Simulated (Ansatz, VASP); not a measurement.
## One calculation of Ge3N, two programs

The input INCAR:

```
PREC = Accurate
ENCUT = 520
EDIFF = 1E-6
ISMEAR = 0
SIGMA = 0.1
LREAL = F
LASPH = T
NELM = 100
ALGO = Normal
ISIF = 2
LWAVE = F
LCHARG = T
GGA = PE
LELF = T
LVHAR = T
NBANDS = 32
```

Contents of KPOINTS:

```
regular mesh
0
Gamma
  6 6 4
```

File POSCAR:

```
Ge3N
1.0
    3.7380562900      0.0000000000      0.0000000000
    0.0000000000      3.7380562900      0.0000000000
    0.0000000000      0.0000000000      5.4063948800
Ge N
3 1
Direct
    0.0000000000      0.5000000000      0.0333752000
    0.5000000000      0.0000000000      0.9666248000
    0.5000000000      0.5000000000      0.5000000000
    0.0000000000      0.0000000000      0.0000000000
```

Input for Ansatz:

```yaml
crystal:
  lattice:
    - [3.73805629, 0.0, 0.0]
    - [0.0, 3.73805629, 0.0]
    - [0.0, 0.0, 5.40639488]
  atoms:
    - { symbol: Ge, position: [0.0, 0.5, 0.0333752] }
    - { symbol: Ge, position: [0.5, 0.0, 0.9666248] }
    - { symbol: Ge, position: [0.5, 0.5, 0.5] }
    - { symbol: "N", position: [0.0, 0.0, 0.0] }
basis:
  ecutwfc: 420
kpoints:
  mp_grid: { grid: [6, 6, 4] }
hamiltonian:
  xc: pbe
scf:
  occupations: { method: gaussian, width: 0.1 }
  lower_state_search: "off"
output:
  forces: true
  stress: true
  eigenvalues: true
```

Alike in both runs: task single point; functional PBE; k mesh 6 × 6 × 4; occupations gaussian, width 0.1 eV; no spin polarisation.

```csv
,VASP,Ansatz
version,VASP 6.6.1,Ansatz 0.2.0
potentials or method,"VASP PAW PBE potentials, release 64 (Ge_d, N), cutoff 520 eV","scalar-relativistic, plane waves, PAW"
valence electrons in the cell,47,47
```

```tsv
	VASP	Ansatz	Ansatz less VASP
gap on the k mesh at the Fermi level (eV)	none	none	-
pressure (GPa)	13.0	13.2	+0.14
traceless stress, the component that is largest in VASP (GPa)	-19.83	-19.90	-0.077
rms of the force components (eV/Å)	0.751	0.753	+0.0021
```

Atom by atom the forces differ by 0.002 eV/Å (rms over components). A gap of «none» marks a metal or a gap that the smearing closes. The functional is the same, so the differences come from potentials, cutoffs and numerics.
